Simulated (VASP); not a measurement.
Runs of VASP 6.6.1 on BN. It takes space group P6_3mc (No. 186, hexagonal). The conventional cell has a = 2.554 Å, b = 2.554 Å, c = 4.227 Å, α = 90.00°, β = 90.00°, γ = 120.00°. Within 2.1 Å of B (site symmetry 3m) lie 4 N at 1.57 to 1.58 Å. Within 2.1 Å of N (site symmetry 3m) lie 4 B at 1.57 to 1.58 Å. 

| level | potentials or basis | U | k mesh | smearing | gap on the mesh (eV) | pressure (GPa) | largest force (eV/Å) |
| --- | --- | --- | --- | --- | --- | --- | --- |
| PBE+U | VASP PAW PBE potentials, release 64 (B, N) | N p U = 1.7 eV | 6 × 6 × 4 | gaussian 0.1 eV | 5.17 | 0.7 | 0.02 |
| PBE+U | VASP PAW PBE potentials, release 64 (B, N) | N p U = 7.0 eV | 6 × 6 × 4 | gaussian 0.1 eV | (b) | (a) | 0.02 |
| LDA+U | VASP PAW LDA potentials, release 64 (B, N) | N p U = 1.3 eV | 3 × 3 × 1 | methfessel-paxton 0.1 eV | (c) | -8.0 | 1.37 |
| PBE+D3(BJ)+U | VASP PAW PBE potentials, release 64 (B, N) | N p U = 2.2 eV | 3 × 3 × 1 | gaussian 0.1 eV | 5.11 | -0.4 | 1.31 |
| PBE+U | VASP PAW PBE potentials, release 64 (B, N) | N p U = 4.9 eV | 6 × 6 × 4 | gaussian 0.1 eV | 5.13 | 2.2 | 0.02 |

Alike in all rows: task single point; no spin polarisation; cell as given; cutoff (eV) 600.

Fill in the values left out.

(a) 3.4; (b) 5.10; (c) 4.86.

Caveats: all runs use coarse meshes; an odd mesh through Γ misses points on the zone boundary, where band edges can lie (at least some runs); forces of over 1 eV/Å act on the atoms, so gaps and moduli don't describe the material at rest (at least some runs).
